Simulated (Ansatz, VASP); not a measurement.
One calculation of MgO, two programs

```
Mg O
1.0
     3.50230    0.00000    0.00000
    -1.75115    3.03308    0.00000
     0.00000    0.00000    4.35406
Mg O
2 2
Direct
  0.66667 0.33333 0.75000
  0.33333 0.66667 0.25000
  0.66667 0.33333 0.25000
  0.33333 0.66667 0.75000
```

Alike in both runs: task single point; functional PBE; k mesh 9 × 9 × 6; occupations gaussian, width 0.05 eV; no spin polarisation.

|  | VASP | Ansatz |
| --- | --- | --- |
| version | VASP 6.6.1 | Ansatz 0.2.0 |
| potentials or method | VASP PAW PBE potentials, release 64 (Mg, O), cutoff 520 eV | scalar-relativistic, plane waves, PAW |
| valence electrons in the cell | 16 | 32 |

Ansatz gave:

- gap on the k mesh at the Fermi level (eV): 3.15
- least direct gap on the mesh (eV): 3.15
- pressure (GPa): -1.8
- traceless stress, the component that is largest in VASP (GPa): -2.85

What did VASP give for the same quantities?

gap on the k mesh at the Fermi level (eV): 3.13; least direct gap on the mesh (eV): 3.13; pressure (GPa): -2.4; traceless stress, the component that is largest in VASP (GPa): -2.96.

VASP's potentials hold 16 valence electrons a cell and Ansatz's 32, so a difference there can come from the potentials and not from the codes.
